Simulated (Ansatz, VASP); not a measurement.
Tl in VASP and in Ansatz

File INCAR:

```
SYSTEM = Tl
ALGO     = Fast           ! electronic algorithm
EDIFF    = 1E-6           ! SCF threshold, eV
ENCUT    = 520            ! plane-wave cutoff, eV
GGA      = CA             ! functional
ISIF     = 2              ! what is computed and relaxed
ISMEAR   = -1             ! smearing method
LASPH    = .TRUE.         ! aspherical terms in the spheres
LCHARG   = .FALSE.        ! write CHGCAR
LREAL    = .FALSE.        ! projectors in reciprocal space
LWAVE    = .FALSE.        ! write WAVECAR
NBANDS   = 20             ! bands
NELM     = 100            ! most SCF steps
PREC     = Accurate       ! precision mode
SIGMA    = 0.05           ! smearing width, eV
```

File KPOINTS:

```
k-points
0
G
  9 9 5
  0 0 0
```

The input POSCAR:

```
Tl
1.0
    3.4092915716      0.0000000000      0.0000000000
   -1.7046457858      2.9525331099      0.0000000000
    0.0000000000      0.0000000000      5.4503286843
Tl
2
Direct
    0.6666666667      0.3333333333      0.7500000000
    0.3333333333      0.6666666667      0.2500000000
```

File input.yaml:

```yaml
crystal:
  lattice:
    - [3.4092915716, 0.0, 0.0]
    - [-1.7046457858, 2.9525331099, 0.0]
    - [0.0, 0.0, 5.4503286843]
  atoms:
    - { symbol: Tl, position: [0.6666666667, 0.3333333333, 0.75] }
    - { symbol: Tl, position: [0.3333333333, 0.6666666667, 0.25] }
hamiltonian:
  xc: lda
  pseudopotentials: { kind: paw }
kpoints:
  mp_grid: { grid: [9, 9, 5] }
scf:
  occupations: { method: fermi_dirac, width: 0.05 }
output:
  forces: true
  stress: true
  eigenvalues: true
```

Alike in both runs: task single point; functional LDA; k mesh 9 × 9 × 5; occupations fermi-dirac, width 0.05 eV; no spin polarisation.

|  | VASP | Ansatz |
| --- | --- | --- |
| version | VASP 6.6.1 | Ansatz 0.2.0 |
| potentials or method | VASP PAW LDA potentials, release 64 (Tl_d) | Ansatz PAW |
| plane-wave cutoff (eV) | 520 | 420 |
| valence electrons in the cell | 26 | 26 |

|  | VASP | Ansatz | Ansatz less VASP |
| --- | --- | --- | --- |
| gap on the k mesh at the Fermi level (eV) | none | none | - |
| pressure (GPa) | 0.1 | 0.0 | -0.09 |
| traceless stress, the component that is largest in VASP (GPa) | 1.01 | 0.97 | -0.034 |

LDA's correlation is that of Perdew and Zunger in VASP and of Perdew and Wang (1992) in Ansatz. A gap of «none» marks a metal or a gap that the smearing closes.

Spin-orbit coupling is off throughout.
